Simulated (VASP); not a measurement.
# Zn (P6_3/mmc) in VASP: notebook, part 2 of 2

VASP 6.6.1. The steps go on from the part before.

## (4) Single point, r2SCAN

POSCAR

```
Zn
1.0
    2.6187264646      0.0000000000      0.0000000000
   -1.3093632323      2.2678836439      0.0000000000
    0.0000000000      0.0000000000      4.8388970683
Zn
2
Direct
    0.3333333333      0.6666666667      0.2500000000
    0.6666666667      0.3333333333      0.7500000000
```

INCAR.step1

```
ALGO = Normal
EDIFF = 1E-4
ENCUT = 520
GGA = PE
ISMEAR = 1
LASPH = True
LCHARG = False
LREAL = False
LWAVE = True
NBANDS = 19
NELM = 60
PREC = Accurate
SIGMA = 0.03
```

INCAR.step2

```
ALGO = Normal
EDIFF = 1E-7
ENCUT = 520
ISIF = 2
ISMEAR = 1
ISTART = 1
LASPH = True
LCHARG = True
LELF = True
LMIXTAU = True
LREAL = False
LVHAR = True
LWAVE = False
METAGGA = R2SCAN
NBANDS = 19
NELM = 60
PREC = Accurate
SIGMA = 0.03
```

KPOINTS

```
k-points
0
Gamma
  14 14 7
```

Potentials or basis: VASP PAW PBE potentials, release 64 (Zn).

Started as:

```console
cat potpaw_PBE.64/Zn/POTCAR > POTCAR
cp INCAR.step1 INCAR
mpirun -np 1 vasp_std > vasp.out
cp INCAR.step2 INCAR
mpirun -np 1 vasp_std > vasp.out
```

OUTCAR:

```text
EDIFF = 1E-7
   ENCUT = 520
   ISIF = 2
   ISMEAR = 1
   ISTART = 1
   LASPH = True
   LREAL = False
   METAGGA = R2SCAN
   NELM = 60
   PREC = Accurate

 ion  position               nearest neighbor table
   1  0.333  0.667  0.250-   2 2.85   2 2.85   2 2.85   2 2.85   2 2.85   2 2.85
   2  0.667  0.333  0.750-   1 2.85   1 2.85   1 2.85   1 2.85   1 2.85   1 2.85

  LATTYP: Found a hexagonal cell.
 ALAT       =     2.6187264646
 C/A-ratio  =     1.8478054633

  Lattice vectors:

 A1 = (   2.6187264646,   0.0000000000,   0.0000000000)
 A2 = (  -1.3093632323,   2.2678836439,   0.0000000000)
 A3 = (   0.0000000000,   0.0000000000,   4.8388970683)

Analysis of symmetry for initial positions (statically):
=====================================================================
 Subroutine PRICEL returns:
 Original cell was already a primitive cell.

 Routine SETGRP: Setting up the symmetry group for a
 hexagonal supercell.

 Subroutine GETGRP returns: Found 24 space group operations
[... 156 lines left out ...]
   NGX =  9   NGY =  9   NGZ = 17

 number of electron      24.0000039 magnetization

 Free energy of the ion-electron system (eV)
  ---------------------------------------------------
  ext. energy  EPLUGINS =         0.00000000
  ---------------------------------------------------
  free energy    TOTEN  =       -17.79290319 eV

  energy without entropy =      -17.79286656  energy(sigma->0) =      -17.79289098

 E-fermi :   3.2719     XC(G=0): -12.9838

 val. band max:        3.2624245417   @ k =   0.2143   0.1429   0.0000
 cond. band min:       3.4316370696   @ k =   0.2143   0.0000   0.1429
 fundamental gap:      0.1692125279
 Fermi energy:         3.2718766244

 k-point     1 :       0.0000    0.0000    0.0000
  band No.  band energies     occupation
      1      -7.9502      2.00000
      2      -5.8363      2.00000
      3      -5.0052      2.00000
      4      -4.7473      2.00000
      5      -4.7472      2.00000
      6      -4.6884      2.00000
[... 505 lines left out ...]
      6      -4.7649      2.00000
[... 11 lines left out ...]
     18      11.5493      0.00000
     19      13.1681      0.00000

 [... further k-points ...]
[... 5 lines left out ...]
  --------------------------------------------------------------------------------------
  -------------------------------------------------------------------------------------
  Total        0.2534716      0.2534716     -0.2418515      0.0000000      0.0000000      0.0000000
  in kB       14.1313172     14.1313172    -13.4834801      0.0000000      0.0000000      0.0000000
  external PRESSURE =       4.9263847 kB  Pullay stress =       0.0000000 kB

 VOLUME and BASIS-vectors are now :
 -----------------------------------------------------------------------------
  energy-cutoff  :      520.00
  volume of cell :       28.74
      direct lattice vectors                 reciprocal lattice vectors
     2.618726465  0.000000000  0.000000000     0.381865007  0.220469865  0.000000000
    -1.309363232  2.267883644  0.000000000     0.000000000  0.440939729  0.000000000
     0.000000000  0.000000000  4.838897068     0.000000000  0.000000000  0.206658663

 POSITION                                       TOTAL-FORCE (eV/Angst)
 -----------------------------------------------------------------------------------
     -0.00000      1.51192      1.20972         0.000000      0.000000      0.000000
      1.30936      0.75596      3.62917        -0.000000     -0.000000      0.000000
 -----------------------------------------------------------------------------------
    total drift:                                0.000000     -0.000000      0.000000

  FREE ENERGIE OF THE ION-ELECTRON SYSTEM (eV)
  ---------------------------------------------------
  free  energy   TOTEN  =       -17.7929031905 eV

  energy  without entropy=      -17.7928665641  energy(sigma->0) =      -17.79289098
```

OUTCAR.step1:

```text
EDIFF = 1E-4
   ENCUT = 520
   GGA = PE
   ISMEAR = 1
   LASPH = True
[... 752 lines left out ...]
 -----------------------------------------------------------------------------------
     -0.00000      1.51192      1.20972         0.000000      0.000000      0.000000
      1.30936      0.75596      3.62917        -0.000000     -0.000000      0.000000
 -----------------------------------------------------------------------------------
    total drift:                                0.000000     -0.000000      0.000000

  FREE ENERGIE OF THE ION-ELECTRON SYSTEM (eV)
  ---------------------------------------------------
  free  energy   TOTEN  =        -2.1850212905 eV

  energy  without entropy=       -2.1850191167  energy(sigma->0) =       -2.18502057
```

Wall time 3 min (1 thread of Intel Xeon 6975P-C (Granite Rapids), shared host); peak memory 0.17 GiB.

Results:

```yaml
Free_energy: -17.7929 eV
Pressure: 0.5 GPa
Band_gap_on_the_k_mesh: zero (bands 12 and 13 overlap by 4.50 eV)
```

Stress tensor (GPa, compression positive):
```
 1.41  0.00  0.00
 0.00  1.41  0.00
 0.00  0.00 -1.35
```

Levels at points of the mesh, in eV from the Fermi level:
| k point | band 10 | band 11 | band 12 | band 13 | band 14 | band 15 |
| --- | --- | --- | --- | --- | --- | --- |
| (0.00, 0.00, 0.00) | -7.36 | -7.36 | -3.96 | -2.89 | 15.22 | 18.77 |
| (0.50, 0.00, 0.00) | -7.14 | -3.08 | -2.18 | 3.13 | 3.93 | 4.95 |

Caveat: the PAW data sets were made with another functional, which shifts forces and pressure a little.

## (5) Single point, r2SCAN

POSCAR is that of step 4.

INCAR.step1

```
PREC = Accurate ; ENCUT = 520
ISMEAR = 1 ; SIGMA = 0.1
LREAL = False ; LASPH = True
NELM = 100 ; NBANDS = 19
GGA = PE ; ALGO = Normal
EDIFF = 1E-4 ; LWAVE = True
LCHARG = False
```

INCAR.step2

```
PREC = Accurate ; ENCUT = 520
EDIFF = 1E-7 ; ISMEAR = 1
SIGMA = 0.1 ; LREAL = False
LASPH = True ; NELM = 100
ALGO = Normal ; ISIF = 2
LWAVE = False ; LCHARG = False
METAGGA = R2SCAN ; LMIXTAU = True
NBANDS = 19 ; ISTART = 1
```

KPOINTS

```
regular mesh
0
Gamma
  14 14 7
```

Started as:

```console
cat potpaw_PBE.64/Zn/POTCAR > POTCAR
cp INCAR.step1 INCAR
mpirun -np 1 vasp_std > vasp.out
cp INCAR.step2 INCAR
mpirun -np 1 vasp_std > vasp.out
```

Run time: 2.9 min. Hardware: 1 thread of Intel Xeon 6975P-C (Granite Rapids), shared host; peak memory 0.17 GiB.

Results (log left out):

```yaml
Free_energy: -17.7928 eV
Pressure: 0.5 GPa
Band_gap_on_the_k_mesh: zero (bands 12 and 13 overlap by 4.50 eV)
```

Stress tensor (GPa, compression positive):
```
 1.37  0.00  0.00
 0.00  1.37  0.00
 0.00  0.00 -1.31
```

Levels at points of the mesh, in eV from the Fermi level:
```tsv
k point	band 10	band 11	band 12	band 13	band 14	band 15
(0.00, 0.00, 0.00)	-7.39	-7.39	-3.99	-2.92	15.19	18.74
(0.50, 0.00, 0.00)	-7.17	-3.11	-2.20	3.10	3.91	4.92
```

Caveat: the PAW data sets were made with another functional, which shifts forces and pressure a little.

## (6) Overview

| smearing | gap on the mesh (eV) | pressure (GPa) |
| --- | --- | --- |
| gaussian 1 eV | none | 1.2 |
| methfessel-paxton 0.01 eV | none | 0.5 |
| methfessel-paxton 0.03 eV | none | 0.5 |
| methfessel-paxton 0.1 eV | none | 0.5 |

Alike in all rows: task single point; level r2SCAN; potentials or basis VASP PAW PBE potentials, release 64 (Zn); no spin polarisation; cell as given; k mesh 14 × 14 × 7; cutoff (eV) 520.

Caveats: the PAW data sets were made with another functional, which shifts forces and pressure a little; so wide a smearing shifts energies and pressures (at least some runs).

Absolute energies hang on the potentials; compare differences alone.
